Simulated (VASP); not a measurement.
Input of a VASP 6.6.1 run:

INCAR

```
ALGO = Normal
EDIFF = 1E-6
ENCUT = 520
GGA = CA
ISIF = 2
ISMEAR = 0
LASPH = T
LCHARG = F
LREAL = F
LWAVE = F
NBANDS = 20
NELM = 60
PREC = Accurate
SIGMA = 0.01
```

File KPOINTS:

```
k-points
0
Gamma
  6 6 2
```

The input POSCAR:

```
SnSe2
1.0
    3.8251638413      0.0000000000      0.0000000000
   -1.9125819206      3.3126890602      0.0000000000
    0.0000000000      0.0000000000      6.2270560770
Sn Se
1 2
Direct
    0.0000000000      0.0000000000      0.0000000000
    0.3333333333      0.6666666667      0.2530760460
    0.6666666667      0.3333333333      0.7469239540
```

Potentials or basis: VASP PAW LDA potentials, release 64 (Sn_d, Se).

Launch:

```bash
$ cat potpaw_LDA.64/Sn_d/POTCAR potpaw_LDA.64/Se/POTCAR > POTCAR
$ mpirun -np 1 vasp_std > vasp.out
```

Task: Predict the largest force.

Result: 0.013 eV/Å.

Task: Estimate the pressure.

Result: -1.5 GPa.

Task: What does it give for the band gap on the k mesh?

Result: 0.67 eV, indirect (least direct gap 0.93 eV).

Stress tensor (GPa, compression positive):
```
-1.41  0.00  0.00
 0.00 -1.41  0.00
 0.00  0.00 -1.54
```

Caveat: the k points lie up to 0.50 Å⁻¹ apart; spin-orbit coupling is left out, which moves the levels of the heavy elements. A k mesh can miss the band edges.
